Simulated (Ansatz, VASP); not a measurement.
# KTaO3, level by level in two programs

```xyz
5
Lattice="3.9883 0.0000 0.0000 0.0000 3.9883 0.0000 0.0000 0.0000 3.9883" Properties=species:S:1:pos:R:3 pbc="T T T"
Ta    0.0000    0.0000    0.0000
K     1.9942    1.9942    1.9942
O     0.0000    0.0000    1.9942
O     0.0000    1.9942    0.0000
O     1.9942    0.0000    0.0000
```

Single points on this cell with VASP 6.6.1 and Ansatz 0.2.0. Each row is one pair of runs. Alike in all rows: spin: off; smearing: fermi-dirac, width 0.05 eV.

```csv
level,k mesh,"VASP's potentials, cutoff","Ansatz's potentials, cutoff","gap on the k mesh at the Fermi level (eV), VASP","gap on the k mesh at the Fermi level (eV), Ansatz","least direct gap on the mesh (eV), VASP","least direct gap on the mesh (eV), Ansatz","pressure (GPa), VASP","pressure (GPa), Ansatz"
LDA,7 × 7 × 7,"VASP PAW LDA potentials, release 64 (Ta_pv, K_sv, O), 520 eV","JTH PAW LDA, 1380 eV",2.08,2.09,2.65,2.67,-4.4,-5.8
PBE,12 × 12 × 12,"VASP PAW PBE potentials, release 64 (Ta_pv, K_sv, O), 520 eV","Ansatz PAW, 420 eV",2.18,2.22,2.80,2.83,6.1,5.4
r2SCAN+D4,7 × 7 × 7,"VASP PAW PBE potentials, release 64 (Ta_pv, K_sv, O), 520 eV","Ansatz PAW, 500 eV",?,2.69,?,3.27,?,-0.5
```

Q: Fill in what VASP gave in row 3.

A: gap on the k mesh at the Fermi level (eV): 2.66; least direct gap on the mesh (eV): 3.25; pressure (GPa): 0.4.

VASP's potentials hold 38 valence electrons a cell and Ansatz's 40, so a difference there can come from the potentials and not from the codes.

Spin-orbit coupling is off throughout. Noted on Ansatz's runs: odd divisions of the mesh miss points on the zone boundary, where band edges often lie, so the gap on the mesh can be too wide.
